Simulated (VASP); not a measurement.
Here is a VASP 6.6.1 calculation.

INCAR

```
SYSTEM = VO2
PREC     = Accurate       ! precision mode
ENCUT    = 600            ! plane-wave cutoff, eV
EDIFF    = 1E-6           ! SCF threshold, eV
ISMEAR   = 0              ! smearing method
SIGMA    = 0.1            ! smearing width, eV
LREAL    = .False.        ! projectors in reciprocal space
LASPH    = .True.         ! aspherical terms in the spheres
NELM     = 200            ! most SCF steps
ALGO     = Normal         ! electronic algorithm
ISIF     = 2              ! what is computed and relaxed
LWAVE    = .False.        ! write WAVECAR
LCHARG   = .False.        ! write CHGCAR
ISPIN    = 2              ! spin polarisation
MAGMOM   = 0.92 0.92 0 0 0 0 ! initial moments
LORBIT   = 11             ! projections on sites
LMAXMIX  = 4              ! l up to which the mixer works
GGA      = PS             ! functional
NBANDS   = 38             ! bands
GGA_COMPAT= .False.      
KPAR     = 4
```

Contents of KPOINTS:

```
regular mesh
0
Gamma
  8 12 8
  0 0 0
```

POSCAR

```
VO2
1.0
    4.5818077882      0.0000000000      0.0726099180
    0.0000000000      2.8383342581      0.0000000000
   -0.0721984834      0.0000000000      4.5843153238
V O
2 4
Direct
    0.0000000000      0.0000000000      0.0000000000
    0.5000000000      0.5000000000      0.5000000000
    0.7998225167      0.5000000000      0.1998137912
    0.2001774833      0.5000000000      0.8001862088
    0.7001915453      0.0000000000      0.6998119825
    0.2998084547      0.0000000000      0.3001880175
```

Potentials or basis: VASP PAW PBE potentials, release 64 (V_sv, O).

Run with:

```bash
$ cat potpaw_PBE.64/V_sv/POTCAR potpaw_PBE.64/O/POTCAR > POTCAR
$ mpirun -np 4 vasp_std > vasp.out
```

(1) Estimate the pressure.

(2) Estimate the largest force.

(3) Estimate the band gap on the k mesh.

Answers

(1) -7.6 GPa.

(2) 0.039 eV/Å.

(3) zero (filled and empty bands overlap).

Caveat: the cell stands under tension; the PAW data sets were made with another functional, which shifts forces and pressure a little; semilocal functionals often make such compounds metallic where correlation or magnetic order opens a gap, which also shifts bond lengths.
